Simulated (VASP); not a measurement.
# AlRu in VASP: notebook, part 2 of 2

VASP 6.6.1. The steps go on from the part before.

### 3 Single point, PBEsol

This run uses another cell than the first one.

File INCAR:

```
PREC = Accurate
ENCUT = 520
EDIFF = 1E-7
ISMEAR = 0
SIGMA = 0.05
LREAL = False
LASPH = True
NELM = 80
ALGO = Normal
ISIF = 2
LWAVE = False
LCHARG = False
GGA = PS
NBANDS = 63
```

File KPOINTS:

```
Automatic mesh
0
Gamma
  1 1 11
```

File POSCAR:

```
AlRu
1.0
   13.9000000000      0.0000000000      0.0000000000
    0.0000000000     13.5000000000      0.0000000000
    0.0000000000      0.0000000000      5.1552895715
Al Ru
6 6
Direct
    0.3251635388      0.3441008775      0.0000000000
    0.5874182306      0.5000000000      0.0000000000
    0.5000000000      0.3441008775      0.3333333333
    0.5000000000      0.6558991225      0.3333333333
    0.4125817694      0.5000000000      0.6666666667
    0.6748364612      0.3441008775      0.6666666667
    0.4125817694      0.5000000000      0.1666666667
    0.3251635388      0.3441008775      0.5000000000
    0.6748364612      0.3441008775      0.1666666667
    0.5874182306      0.5000000000      0.5000000000
    0.5000000000      0.3441008775      0.8333333333
    0.5000000000      0.6558991225      0.8333333333
```

Potentials or basis: VASP PAW PBE potentials, release 64 (Al, Ru_pv).

Launch:

```bash
$ cat potpaw_PBE.64/Al/POTCAR potpaw_PBE.64/Ru_pv/POTCAR > POTCAR
$ mpirun -np 1 vasp_std > vasp.out
```

OUTCAR:

```text
PREC = Accurate
   ENCUT = 520
   EDIFF = 1E-7
   ISMEAR = 0
   LREAL = False
   LASPH = True
   NELM = 80
   ISIF = 2
   GGA = PS

 ion  position               nearest neighbor table
   1  0.325  0.344  0.000-   7 2.58   8 2.58   8 2.58  11 2.58   5 2.98   3 2.98
   2  0.587  0.500  0.000-   9 2.58  11 2.58  12 2.58  10 2.58  10 2.58   7 2.58   3 2.98   4 2.98
                             6 2.98   5 2.98
   3  0.500  0.344  0.333-   7 2.58  10 2.58  11 2.58  11 2.58   9 2.58   8 2.58   2 2.98   5 2.98
                             1 2.98   6 2.98
   4  0.500  0.656  0.333-   7 2.58  10 2.58  12 2.58  12 2.58   2 2.98   5 2.98
   5  0.413  0.500  0.667-  11 2.58  12 2.58   8 2.58   7 2.58   7 2.58  10 2.58   1 2.98   3 2.98
                             4 2.98   2 2.98
   6  0.675  0.344  0.667-  10 2.58   9 2.58   9 2.58  11 2.58   2 2.98   3 2.98
   7  0.413  0.500  0.167-   3 2.58   4 2.58   1 2.58   5 2.58   5 2.58   2 2.58   8 2.98  12 2.98
                            11 2.98  10 2.98
   8  0.325  0.344  0.500-   5 2.58   1 2.58   1 2.58   3 2.58   7 2.98  11 2.98
   9  0.675  0.344  0.167-   2 2.58   6 2.58   6 2.58   3 2.58  10 2.98  11 2.98
  10  0.587  0.500  0.500-   3 2.58   4 2.58   6 2.58   2 2.58   2 2.58   5 2.58  11 2.98  12 2.98
                             9 2.98   7 2.98
  11  0.500  0.344  0.833-   5 2.58   2 2.58   3 2.58   3 2.58   6 2.58   1 2.58  10 2.98   7 2.98
                             8 2.98   9 2.98
  12  0.500  0.656  0.833-   5 2.58   2 2.58   4 2.58   4 2.58  10 2.98   7 2.98

  LATTYP: Found a simple orthorhombic cell.
 ALAT       =     5.1552895715
 B/A-ratio  =     2.6186695845
 C/A-ratio  =     2.6962597944

  Lattice vectors:

 A1 = (   0.0000000000,   0.0000000000,  -5.1552895715)
 A2 = (   0.0000000000,  13.5000000000,   0.0000000000)
 A3 = (  13.9000000000,   0.0000000000,   0.0000000000)

Analysis of symmetry for initial positions (statically):
=====================================================================
 Subroutine PRICEL returns:
 Original cell was already a primitive cell.

 Routine SETGRP: Setting up the symmetry group for a
 simple orthorhombic supercell.

 Subroutine GETGRP returns: Found  2 space group operations
 (whereof  1 operations were pure point group operations)
 out of a pool of  8 trial point group operations.

The static configuration has the point symmetry C_1 .
 The point group associated with its full space group is C_2 .

Analysis of symmetry for dynamics (positions and initial velocities):
=====================================================================
 Subroutine PRICEL returns:
 Original cell was already a primitive cell.

 Routine SETGRP: Setting up the symmetry group for a
 simple orthorhombic supercell.

 Subroutine GETGRP returns: Found  2 space group operations
 (whereof  1 operations were pure point group operations)
 out of a pool of  8 trial point group operations.

The dynamic configuration has the point symmetry C_1 .
 The point group associated with its full space group is C_2 .

 Subroutine INISYM returns: Found  2 space group operations
 (whereof  1 operations are pure point group operations),
 and found     1 'primitive' translations

----------------------------------------------------------------------------------------

                                     Primitive cell

  volume of cell :     967.3901

[... 75 lines left out ...]
   dimension x,y,z NGXF=   216 NGYF=  200 NGZF=   80
   ions per type =               6   6
   NGX,Y,Z   is equivalent  to a cutoff of  12.92, 12.31, 12.90 a.u.
   NGXF,Y,Z  is equivalent  to a cutoff of  25.83, 24.63, 25.80 a.u.
 SYSTEM =  unknown system
   PREC   = accura    normal or accurate (medium, high low for compatibility)
   ISTART =      0    job   : 0-new  1-cont  2-samecut
   ICHARG =      2    charge: 1-file 2-atom 10-const
   ISPIN  =      1    spin polarized calculation?
   LNONCOLLINEAR =      F non collinear calculations
   LSORBIT =      F    spin-orbit coupling
   LASPH  =      T    aspherical Exc in radial PAW
   ENCUT  =  520.0 eV  38.22 Ry    6.18 a.u.  25.84 25.10  9.59*2*pi/ulx,y,z
   NELM   =     80;   NELMIN=  2; NELMDL= -5     # of ELM steps
   EDIFF  = 0.1E-06   stopping-criterion for ELM
   LREAL  =      F    real-space projection
   EDIFFG = 0.1E-05   stopping-criterion for IOM
   NSW    =      0    number of steps for IOM
   IBRION =     -1    ionic relax: 0-MD 1-quasi-New 2-CG
   NFREE  =      0    steps in history (QN), initial steepest desc. (CG)
   ISIF   =      2    stress and relaxation
   ISYM   =      2    0-nonsym 1-usesym 2-fastsym
   POTIM  = 0.5000    time-step for ionic-motion
   TEBEG  =    0.0;   TEEND  =   0.0 temperature during run
   PSTRESS=    0.0 pullay stress
   NELECT =     102.0000    total number of electrons
   NUPDOWN=      -1.0000    fix difference up-down
   EMIN   =  10.00;   EMAX   =-10.00  energy-range for DOS
   EFERMI =   0.00;   METHOD = LEGACY
   ISMEAR =     0;   SIGMA  =   0.05  broadening in eV -4-tet -1-fermi 0-gaus
   EFERMI_NEDOS =   21; number of points for ismear=-14 and -15
   IALGO  =     38    algorithm
   IMIX   =      4    mixing-type and parameters
     AMIX     =   0.40;   BMIX     =  1.00
     AMIX_MAG =   1.60;   BMIX_MAG =  1.00
  volume/ion in A,a.u.               =      80.62       544.02
  Fermi-wavevector in a.u.,A,eV,Ry     =   0.773406  1.461526  8.138423  0.598157
  Thomas-Fermi vector in A             =   1.875244
   LORBIT       =      0    0 simple, 1 ext, 2 COOP (PROOUT), +10 PAW based schemes
   GGA     = PS    functional components
   LHFCALC =     F    Hartree Fock is set to
   AEXX    =    0.0000 exact exchange contribution
   IVDW    =     0    specifies the selected vdW correction
   LEPSILON=     F    determine dielectric tensor
   LRPA    =     F    only Hartree local field effects (RPA)
 non-spin polarized calculation
 Gauss-broadening in eV      SIGMA  =   0.05
  energy-cutoff  :      520.00
  volume of cell :      967.39
 maximum number of plane-waves:     26079
 NGX is ok and might be reduce to   108
   NGX = 51   NGY = 51   NGZ = 19

 number of electron     102.0000018 magnetization

 Free energy of the ion-electron system (eV)
  ---------------------------------------------------
  ext. energy  EPLUGINS =         0.00000000
  ---------------------------------------------------
  free energy    TOTEN  =       -72.92310694 eV

  energy without entropy =      -72.89630542  energy(sigma->0) =      -72.90970618

 E-fermi :  -1.7962     XC(G=0):  -3.5338

 val. band max:       -1.8039844848   @ k =   0.0000   0.0000   0.1818
 cond. band min:      -1.7838788371   @ k =   0.0000   0.0000   0.0000
 fundamental gap:      0.0201056477
 Fermi energy:        -1.7961582829

 k-point     1 :       0.0000    0.0000    0.0000
  band No.  band energies     occupation
      1     -43.7458      2.00000
      2     -43.7457      2.00000
      3     -43.7417      2.00000
      4     -43.7138      2.00000
      5     -43.6561      2.00000
      6     -43.6560      2.00000
[... 385 lines left out ...]
     62       0.9004      0.00000
     63       1.0352      0.00000

------------------------ aborting loop because EDIFF is reached ----------------------------------------

  FORCE on cell =-STRESS in cart. coord.  units (eV):
  Direction    XX          YY          ZZ          XY          YZ          ZX
  --------------------------------------------------------------------------------------
  -------------------------------------------------------------------------------------
  Total      -12.6342861    -12.6233323    -22.0544413      0.0000000      0.0000000      0.0018935
  in kB      -20.9247201    -20.9065786    -36.5262434      0.0000000      0.0000000      0.0031360
  external PRESSURE =     -26.1191807 kB  Pullay stress =       0.0000000 kB

 VOLUME and BASIS-vectors are now :
 -----------------------------------------------------------------------------
  energy-cutoff  :      520.00
  volume of cell :      967.39
      direct lattice vectors                 reciprocal lattice vectors
    13.900000000  0.000000000  0.000000000     0.071942446  0.000000000  0.000000000
     0.000000000 13.500000000  0.000000000     0.000000000  0.074074074  0.000000000
     0.000000000  0.000000000  5.155289572     0.000000000  0.000000000  0.193975525

 POSITION                                       TOTAL-FORCE (eV/Angst)
 -----------------------------------------------------------------------------------
      4.51977      4.64536      0.00000         0.707203      0.408631     -0.000430
      8.16511      6.75000      0.00000         0.056422      0.032552     -0.000438
      6.95000      4.64536      1.71843         0.000000     -0.066635      0.000000
      6.95000      8.85464      1.71843         0.000000     -0.818794      0.000000
      5.73489      6.75000      3.43686        -0.056422      0.032552      0.000438
      9.38023      4.64536      3.43686        -0.707203      0.408631      0.000430
      5.73489      6.75000      0.85921         0.230459     -0.132354      0.000072
      4.51977      4.64536      2.57764         1.783372      1.029678     -0.000408
      9.38023      4.64536      0.85921        -1.783372      1.029678      0.000408
      8.16511      6.75000      2.57764        -0.230459     -0.132354     -0.000072
      6.95000      4.64536      4.29607         0.000000      0.265291      0.000000
      6.95000      8.85464      4.29607         0.000000     -2.056876      0.000000
 -----------------------------------------------------------------------------------
    total drift:                                0.000009      0.000761     -0.000013

  FREE ENERGIE OF THE ION-ELECTRON SYSTEM (eV)
  ---------------------------------------------------
  free  energy   TOTEN  =       -72.9231069396 eV

  energy  without entropy=      -72.8963054173  energy(sigma->0) =      -72.90970618
```

Run time: 16 min. Hardware: 1 thread of Intel Xeon Platinum 8488C (Sapphire Rapids), shared host; peak memory 0.94 GiB.

Results:

```yaml
Free_energy: -72.9231 eV
Largest_force: 2.059 eV/Å
Band_gap_on_the_k_mesh: zero (bands 51 and 52 overlap by 0.10 eV)
```

Forces in eV/Å, atoms in the order of the input:
```
Al   0.707  0.409  0.000
Al   0.056  0.033  0.000
Al   0.000 -0.067  0.000
Al   0.000 -0.819  0.000
Al  -0.056  0.033  0.000
Al  -0.707  0.409  0.000
Ru   0.230 -0.132  0.000
Ru   1.783  1.030  0.000
Ru  -1.783  1.030  0.000
Ru  -0.230 -0.132  0.000
Ru   0.000  0.265  0.000
Ru   0.000 -2.057  0.000
```

Levels at points of the mesh, in eV from the Fermi level:
```csv
k point,band 48,band 49,band 50,band 51,band 52,band 53,band 54,band 55
"(0.00, 0.00, 0.00)",-0.24,-0.24,-0.07,-0.07,0.01,0.13,0.14,0.43
```

Caveat: the PAW data sets were made with another functional, which shifts forces and pressure a little.
